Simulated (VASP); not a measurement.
# F2 in VASP: single point with RPBE

Aim: the single point of F2 with RPBE.

Program: VASP 6.6.1. These are calculated values, not measurements. Logs are shortened: lines on timing, memory, paths and dates and some standing lists are left out, and cuts for length are marked.

## 1. The cell of the first run

The cell holds a molecule in a box, 2 atoms: a = 12.000 Å, b = 12.300 Å, c = 12.600 Å, α = 90.00°, β = 90.00°, γ = 90.00°.

## 2. Single point, RPBE

INCAR

```
  PREC = Accurate
  ENCUT = 1010
  EDIFF = 1E-6
  ISMEAR = -1
  SIGMA = 0.01
  LREAL = False
  LASPH = True
  NELM = 120
  ALGO = Normal
  ISIF = 2
  LWAVE = False
  LCHARG = False
  GGA = RP
  NBANDS = 14
  GGA_COMPAT = False
  NELMDL = -8
```

KPOINTS

```
Automatic mesh
0
Gamma
  1 1 1
```

POSCAR

```
F
1.0
   12.0000000000      0.0000000000      0.0000000000
    0.0000000000     12.3000000000      0.0000000000
    0.0000000000      0.0000000000     12.6000000000
F
2
Direct
    0.5000000000      0.5000000000      0.4434948435
    0.5000000000      0.5000000000      0.5565051565
```

Potentials or basis: VASP PAW PBE potentials, release 64 (F_h).

Started as:

```console
> cat potpaw_PBE.64/F_h/POTCAR > POTCAR
> mpirun -np 1 vasp_gam > vasp.out
```

OUTCAR:

```text
PREC = Accurate
   ENCUT = 1010
   EDIFF = 1E-6
   ISMEAR = -1
   LREAL = False
   LASPH = True
   NELM = 120
   ISIF = 2
   GGA = RP
   NELMDL = -8

 ion  position               nearest neighbor table
   1  0.500  0.500  0.443-   2 1.42
   2  0.500  0.500  0.557-   1 1.42

  LATTYP: Found a simple orthorhombic cell.
 ALAT       =    12.0000000000
 B/A-ratio  =     1.0250000000
 C/A-ratio  =     1.0500000000

  Lattice vectors:

 A1 = (  12.0000000000,   0.0000000000,   0.0000000000)
 A2 = (   0.0000000000,  12.3000000000,   0.0000000000)
 A3 = (   0.0000000000,   0.0000000000,  12.6000000000)

Analysis of symmetry for initial positions (statically):
=====================================================================
 Subroutine PRICEL returns:
 Original cell was already a primitive cell.

 Routine SETGRP: Setting up the symmetry group for a
 simple orthorhombic supercell.

 Subroutine GETGRP returns: Found  8 space group operations
 (whereof  8 operations were pure point group operations)
 out of a pool of  8 trial point group operations.

The static configuration has the point symmetry D_2h.

Analysis of symmetry for dynamics (positions and initial velocities):
=====================================================================
 Subroutine PRICEL returns:
 Original cell was already a primitive cell.

 Routine SETGRP: Setting up the symmetry group for a
 simple orthorhombic supercell.

 Subroutine GETGRP returns: Found  8 space group operations
 (whereof  8 operations were pure point group operations)
 out of a pool of  8 trial point group operations.

The dynamic configuration has the point symmetry D_2h.

 Subroutine INISYM returns: Found  8 space group operations
 (whereof  8 operations are pure point group operations),
 and found     1 'primitive' translations

----------------------------------------------------------------------------------------

                                     Primitive cell

  volume of cell :    1859.7600

  direct lattice vectors                    reciprocal lattice vectors
    12.000000000  0.000000000  0.000000000     0.083333333  0.000000000  0.000000000
     0.000000000 12.300000000  0.000000000     0.000000000  0.081300813  0.000000000
     0.000000000  0.000000000 12.600000000     0.000000000  0.000000000  0.079365079

  length of vectors
    12.000000000 12.300000000 12.600000000     0.083333333  0.081300813  0.079365079

  position of ions in fractional coordinates (direct lattice)
     0.500000000  0.500000000  0.443494843
     0.500000000  0.500000000  0.556505157

  ion indices of the primitive-cell ions
   primitive index   ion index
                 1           1
                 2           2

----------------------------------------------------------------------------------------

 KPOINTS: Automatic mesh

Automatic generation of k-mesh.
 Grid dimensions read from file:
 generate k-points for:    1    1    1

 Generating k-lattice:

  Cartesian coordinates                     Fractional coordinates (reciprocal lattice)
     0.083333333  0.000000000  0.000000000     1.000000000  0.000000000  0.000000000
     0.000000000  0.081300813  0.000000000     0.000000000  1.000000000  0.000000000
     0.000000000  0.000000000  0.079365079     0.000000000  0.000000000  1.000000000

  Length of vectors
     0.083333333  0.081300813  0.079365079

  Shift w.r.t. Gamma in fractional coordinates (k-lattice)
     0.000000000  0.000000000  0.000000000

 Subroutine IBZKPT returns following result:
 ===========================================

 Found      1 irreducible k-points:

 Following reciprocal coordinates:
            Coordinates               Weight
  0.000000  0.000000  0.000000      1.000000
   k-points           NKPTS =      1   k-points in BZ     NKDIM =      1   number of bands    NBANDS=     14
   number of dos      NEDOS =    301   number of ions     NIONS =      2
   total plane-waves  NPLWV = ******
   dimension x,y,z NGX =   126 NGY =  128 NGZ =  140
   dimension x,y,z NGXF=   252 NGYF=  256 NGZF=  280
   ions per type =               2
   NGX,Y,Z   is equivalent  to a cutoff of  17.46, 17.30, 18.47 a.u.
   NGXF,Y,Z  is equivalent  to a cutoff of  34.91, 34.60, 36.94 a.u.
 SYSTEM =  unknown system
   PREC   = accura    normal or accurate (medium, high low for compatibility)
   ISTART =      0    job   : 0-new  1-cont  2-samecut
   ICHARG =      2    charge: 1-file 2-atom 10-const
   ISPIN  =      1    spin polarized calculation?
   LNONCOLLINEAR =      F non collinear calculations
   LSORBIT =      F    spin-orbit coupling
   LASPH  =      T    aspherical Exc in radial PAW
   ENCUT  = 1010.0 eV  74.23 Ry    8.62 a.u.  31.10 31.87 32.65*2*pi/ulx,y,z
   NELM   =    120;   NELMIN=  2; NELMDL= -8     # of ELM steps
   EDIFF  = 0.1E-05   stopping-criterion for ELM
   LREAL  =      F    real-space projection
   EDIFFG = 0.1E-04   stopping-criterion for IOM
   NSW    =      0    number of steps for IOM
   IBRION =     -1    ionic relax: 0-MD 1-quasi-New 2-CG
   NFREE  =      0    steps in history (QN), initial steepest desc. (CG)
   ISIF   =      2    stress and relaxation
   ISYM   =      2    0-nonsym 1-usesym 2-fastsym
   POTIM  = 0.5000    time-step for ionic-motion
   TEBEG  =    0.0;   TEEND  =   0.0 temperature during run
   PSTRESS=    0.0 pullay stress
   NELECT =      14.0000    total number of electrons
   NUPDOWN=      -1.0000    fix difference up-down
   EMIN   =  10.00;   EMAX   =-10.00  energy-range for DOS
   EFERMI =   0.00;   METHOD = LEGACY
   ISMEAR =    -1;   SIGMA  =   0.01  broadening in eV -4-tet -1-fermi 0-gaus
   EFERMI_NEDOS =   21; number of points for ismear=-14 and -15
   IALGO  =     38    algorithm
   IMIX   =      4    mixing-type and parameters
     AMIX     =   0.40;   BMIX     =  1.00
     AMIX_MAG =   1.60;   BMIX_MAG =  1.00
  volume/ion in A,a.u.               =     929.88      6275.14
  Fermi-wavevector in a.u.,A,eV,Ry     =   0.320847  0.606314  1.400625  0.102943
  Thomas-Fermi vector in A             =   1.207823
   LORBIT       =      0    0 simple, 1 ext, 2 COOP (PROOUT), +10 PAW based schemes
   GGA     = RP    functional components
   LHFCALC =     F    Hartree Fock is set to
   AEXX    =    0.0000 exact exchange contribution
   IVDW    =     0    specifies the selected vdW correction
   LEPSILON=     F    determine dielectric tensor
   LRPA    =     F    only Hartree local field effects (RPA)
 non-spin polarized calculation
  energy-cutoff  :     1010.00
  volume of cell :     1859.76
 maximum number of plane-waves:     67739
 NGX is ok and might be reduce to   126
   NGX = 63   NGY = 63   NGZ = 65

 number of electron      13.9999993 magnetization

 Free energy of the ion-electron system (eV)
  ---------------------------------------------------
  ext. energy  EPLUGINS =         0.00000000
  ---------------------------------------------------
  free energy    TOTEN  =        -3.47373967 eV

  energy without entropy =       -3.47373967  energy(sigma->0) =       -3.47373967

 E-fermi :  -9.0192     XC(G=0):  -0.3164

 val. band max:       -9.3496214232   @ k =   0.0000   0.0000   0.0000
 cond. band min:      -5.7999455540   @ k =   0.0000   0.0000   0.0000
 fundamental gap:      3.5496758692
 Fermi energy:        -9.0191920373

 k-point     1 :       0.0000    0.0000    0.0000
  band No.  band energies     occupation
      1     -33.8070      2.00000
      2     -27.7708      2.00000
      3     -15.1930      2.00000
      4     -12.6177      2.00000
      5     -12.6177      2.00000
      6      -9.3496      2.00000
      7      -9.3496      2.00000
      8      -5.7999      0.00000
      9      -0.2935      0.00000
     10       0.5576      0.00000
     11       0.7357      0.00000
     12       0.8190      0.00000
     13       0.8589      0.00000
     14       0.9636      0.00000

------------------------ aborting loop because EDIFF is reached ----------------------------------------

  FORCE on cell =-STRESS in cart. coord.  units (eV):
  Direction    XX          YY          ZZ          XY          YZ          ZX
  --------------------------------------------------------------------------------------
  -------------------------------------------------------------------------------------
  Total       -0.0320785     -0.0310920     -0.0390359     -0.0000000      0.0000000      0.0000000
  in kB       -0.0276355     -0.0267856     -0.0336293     -0.0000000      0.0000000      0.0000000
  external PRESSURE =      -0.0293501 kB  Pullay stress =       0.0000000 kB

 VOLUME and BASIS-vectors are now :
 -----------------------------------------------------------------------------
  energy-cutoff  :     1010.00
  volume of cell :     1859.76
      direct lattice vectors                 reciprocal lattice vectors
    12.000000000  0.000000000  0.000000000     0.083333333  0.000000000  0.000000000
     0.000000000 12.300000000  0.000000000     0.000000000  0.081300813  0.000000000
     0.000000000  0.000000000 12.600000000     0.000000000  0.000000000  0.079365079

 POSITION                                       TOTAL-FORCE (eV/Angst)
 -----------------------------------------------------------------------------------
      6.00000      6.15000      5.58804         0.000000     -0.000000      0.005817
      6.00000      6.15000      7.01196         0.000000      0.000000     -0.005817
 -----------------------------------------------------------------------------------
    total drift:                                0.000000     -0.000000      0.000000

  FREE ENERGIE OF THE ION-ELECTRON SYSTEM (eV)
  ---------------------------------------------------
  free  energy   TOTEN  =        -3.4737396730 eV

  energy  without entropy=       -3.4737396730  energy(sigma->0) =       -3.47373967
```

It took 5.6 min on 1 thread of Intel Xeon Platinum 8259CL at 2.50GHz (Skylake/Cascade Lake), shared host; peak memory 3 GiB.

Results:

```yaml
Free_energy: -3.4737 eV
Largest_force: 0.006 eV/Å
Gap_between_the_frontier_levels: 3.55 eV
```

Forces on the atoms (eV/Å):
```
F    0.000  0.000  0.006
F    0.000  0.000 -0.006
```

Caveat: the PAW data sets were made with another functional, which shifts forces and pressure a little.
